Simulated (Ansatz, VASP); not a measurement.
# One calculation of Sc4AlAs, two programs

INCAR

```
SYSTEM = Sc4AlAs
PREC = Accurate
ENCUT = 520
EDIFF = 1E-7
ISMEAR = 0
SIGMA = 0.1
LREAL = .FALSE.
LASPH = .TRUE.
NELM = 60
ALGO = Normal
ISIF = 2
LWAVE = .FALSE.
LCHARG = .FALSE.
GGA = PE
NBANDS = 35
```

The input KPOINTS:

```
regular mesh
0
G
  4 4 4
  0 0 0
```

POSCAR

```
Sc4AlAs
1.0
    4.6491239200      0.0000000000      0.0000000000
    0.0000000000      4.6491239200      0.0000000000
    0.0000000000      0.0000000000      6.5558843800
Sc Al As
4 1 1
Direct
    0.5000000000      0.0000000000      0.7490356600
    0.0000000000      0.5000000000      0.2509643400
    0.5000000000      0.0000000000      0.2509643400
    0.0000000000      0.5000000000      0.7490356600
    0.5000000000      0.5000000000      0.5000000000
    0.0000000000      0.0000000000      0.0000000000
```

Input for Ansatz:

```yaml
crystal:
  lattice:
    - [4.64912392, 0.0, 0.0]
    - [0.0, 4.64912392, 0.0]
    - [0.0, 0.0, 6.55588438]
  atoms:
    - { symbol: Sc, position: [0.5, 0.0, 0.74903566] }
    - { symbol: Sc, position: [0.0, 0.5, 0.25096434] }
    - { symbol: Sc, position: [0.5, 0.0, 0.25096434] }
    - { symbol: Sc, position: [0.0, 0.5, 0.74903566] }
    - { symbol: Al, position: [0.5, 0.5, 0.5] }
    - { symbol: As, position: [0.0, 0.0, 0.0] }
basis:
  ecutwfc: 420
kpoints:
  mp_grid: { grid: [4, 4, 4] }
hamiltonian:
  xc: pbe
scf:
  occupations: { method: gaussian, width: 0.1 }
  lower_state_search: "off"
output:
  forces: true
  stress: true
  eigenvalues: true
```

Change from the starting cell: species swapped into the Mg4SiGe type (P4/mmm, No. 123).

Alike in both runs: task single point; functional PBE; k mesh 4 × 4 × 4; occupations gaussian, width 0.1 eV; no spin polarisation.

|  | VASP | Ansatz |
| --- | --- | --- |
| version | VASP 6.6.1 | Ansatz 0.2.0 |
| potentials or method | VASP PAW PBE potentials, release 64 (Sc_sv, Al, As), cutoff 520 eV | scalar-relativistic, plane waves, PAW |
| valence electrons in the cell | 52 | 62 |

Ansatz gave:

- gap on the k mesh at the Fermi level (eV): none
- pressure (GPa): -1.0
- traceless stress, the component that is largest in VASP (GPa): -0.56
- rms of the force components (eV/Å): 0.012

Problem. What did VASP give for the same quantities?

Solution. gap on the k mesh at the Fermi level (eV): none; pressure (GPa): -0.9; traceless stress, the component that is largest in VASP (GPa): -0.56; rms of the force components (eV/Å): 0.008.

Atom by atom the forces differ by 0.003 eV/Å (rms over components). A gap of «none» marks a metal or a gap that the smearing closes. With one functional, cell and mesh, what is left measures potentials, basis and numerics. VASP's potentials hold 52 valence electrons a cell and Ansatz's 62, so a difference there can come from the potentials and not from the codes.
